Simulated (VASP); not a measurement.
**TiAl3: single point with r2SCAN**

Crystal: TiAl3.

```
CELL_PARAMETERS angstrom
3.95567 0.00000 0.00000
0.00000 3.95567 0.00000
0.00000 0.00000 3.95567
ATOMIC_POSITIONS crystal
Ti 0.00000 0.00000 0.00000
Al 0.50000 0.50000 0.00000
Al 0.50000 0.00000 0.50000
Al 0.00000 0.50000 0.50000
```

```
Program                : VASP 6.6.1
Task                   : single point
Functional             : r2SCAN
Potentials or basis    : VASP PAW PBE potentials, release 64 (Ti_sv, Al)
Cutoff                 : 520 eV
k mesh                 : 10 × 10 × 10
Occupations            : gaussian, width 0.1 eV
Spin                   : no spin polarisation
Dipole correction      : no
Further INCAR settings : ALGO = Normal; EDIFF = 1e-06; NBANDS = 18
```

```
Pressure : -0.1 GPa
```

Levels at points of the mesh, in eV from the Fermi level:
```csv
k point,band 8,band 9,band 10,band 11,band 12,band 13
"(0.00, 0.00, 0.00)",-2.42,-2.42,-2.42,0.11,0.11,0.11
"(0.50, 0.00, 0.00)",-2.48,-2.32,0.38,0.66,0.66,0.89
"(0.50, 0.50, 0.00)",-5.44,-1.39,-1.39,0.61,1.06,1.08
"(0.50, 0.50, 0.50)",-5.43,-3.90,-3.90,-3.90,0.20,1.45
```

Wall time 110 s on 1 thread of Intel(R) Xeon(R) 6975P-C (Granite Rapids), on a shared host, peak memory 0.2 GiB.

Caveat: the PAW data sets were made with another functional, which shifts forces and pressure a little.
